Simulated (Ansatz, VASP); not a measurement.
**MnAg2 in VASP and in Ansatz**

```
Mn Ag
1.0
     0.00000    2.94385    2.94385
     2.94385    0.00000    2.94385
     2.94385    2.94385    0.00000
Mn Ag
1 2
Cartesian
  0.0000 0.0000 0.0000
  1.4719 1.4719 1.4719
  4.4158 4.4158 4.4158
```

Alike in both runs: task relaxation of cell and atoms; functional PBE; k mesh 6 × 6 × 6; occupations gaussian, width 0.1 eV; collinear spin.

|  | VASP | Ansatz |
| --- | --- | --- |
| version | VASP 6.6.1 | Ansatz 0.2.0 |
| potentials or method | VASP PAW PBE potentials, release 64 (Mn_pv, Ag), cutoff 600 eV | scalar-relativistic, plane waves, PAW |
| valence electrons in the cell | 35 | 53 |

```csv
,VASP,Ansatz,Ansatz less VASP
"gap on the k mesh at the Fermi level, each at its own relaxed structure (eV)",none,none,-
net moment per atom (μB),1.44,1.44,+0.001
size of the moment on the site where the two differ most (μB),0.05,0.07,+0.017
relaxed volume (Å³/atom),20.31,20.29,-0.026
relaxed cell length with the largest relative difference (Å),4.417,4.415,-0.0019
```

Site moments also hang on the region over which each program counts them. A gap of «none» marks a metal or a gap that the smearing closes. VASP's potentials hold 35 valence electrons a cell and Ansatz's 53, so a difference there can come from the potentials and not from the codes.

Noted on VASP's run: the volume moved by over 15 % at a fixed basis, so the end points are rough.
